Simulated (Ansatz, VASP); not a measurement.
This is a calculation of W for Ansatz 0.2.0.

input.yaml

```yaml
crystal:
  lattice:
    - [2.8647674019, 0.0, 0.0]
    - [0.0, 4.9592642186, 0.0]
    - [0.0, 0.0, 5.0202625557]
  atoms:
    - { symbol: W, position: [0.793172, 0.936843, 0.75] }
    - { symbol: W, position: [0.206828, 0.436843, 0.75] }
    - { symbol: W, position: [0.206828, 0.063157, 0.25] }
    - { symbol: W, position: [0.793172, 0.563157, 0.25] }
kpoints:
  mp_grid: { grid: [9, 6, 6] }
scf:
  occupations: { method: fermi_dirac, width: 0.05 }
hamiltonian:
  xc: lda
  pseudopotentials: { kind: all_electron, lapw: { basis_error: 0.002 } }
output:
  forces: true
  stress: true
  eigenvalues: true
```

Potentials or basis: all-electron LAPW, scalar-relativistic.

Run with:

```sh
$ ansatz run input.yaml --threads 2 --pin off --max-ram 8192MiB --backend cpu --events-out ev --progress --plain --runs-dir out
```

Set up the same calculation for VASP 6.6.1. Potentials there: VASP PAW LDA potentials, release 64 (W_sv).

As run (the cutoff follows the program's own potentials):

File INCAR:

```
PREC     = Accurate       # precision mode
ENCUT    = 520            # plane-wave cutoff, eV
EDIFF    = 1E-7           # SCF threshold, eV
ISMEAR   = -1             # smearing method
SIGMA    = 0.05           # smearing width, eV
LREAL    = F              # projectors in reciprocal space
LASPH    = T              # aspherical terms in the spheres
NELM     = 100            # most SCF steps
ALGO     = Fast           # electronic algorithm
ISIF     = 2              # what is computed and relaxed
LWAVE    = F              # write WAVECAR
LCHARG   = F              # write CHGCAR
GGA      = CA             # functional
NBANDS   = 36             # bands
```

File KPOINTS:

```
regular mesh
0
Gamma
  9 6 6
```

Contents of POSCAR:

```
W
1.0
    2.8647674019      0.0000000000      0.0000000000
    0.0000000000      4.9592642186      0.0000000000
    0.0000000000      0.0000000000      5.0202625557
W
4
Direct
    0.7931720000      0.9368430000      0.7500000000
    0.2068280000      0.4368430000      0.7500000000
    0.2068280000      0.0631570000      0.2500000000
    0.7931720000      0.5631570000      0.2500000000
```

Potentials or basis: VASP PAW LDA potentials, release 64 (W_sv).

The run is started by

```bash
$ cat potpaw_LDA.64/W_sv/POTCAR > POTCAR
$ mpirun -np 1 vasp_std > vasp.out
```

Both were run:

|  | VASP | Ansatz | Ansatz less VASP |
| --- | --- | --- | --- |
| gap on the k mesh at the Fermi level (eV) | none | none | - |
| pressure (GPa) | -27.0 | -28.0 | -1.00 |
| traceless stress, the component that is largest in VASP (GPa) | 1.26 | 1.44 | +0.180 |
| rms of the force components (eV/Å) | 0.171 | 0.180 | +0.0094 |

LDA's correlation is that of Perdew and Zunger in VASP and of Perdew and Wang (1992) in Ansatz. Atom by atom the forces differ by 0.010 eV/Å (rms over components). A gap of «none» marks a metal or a gap that the smearing closes. Ansatz ran all-electron here, and VASP with PAW potentials.

Spin-orbit coupling is off throughout.
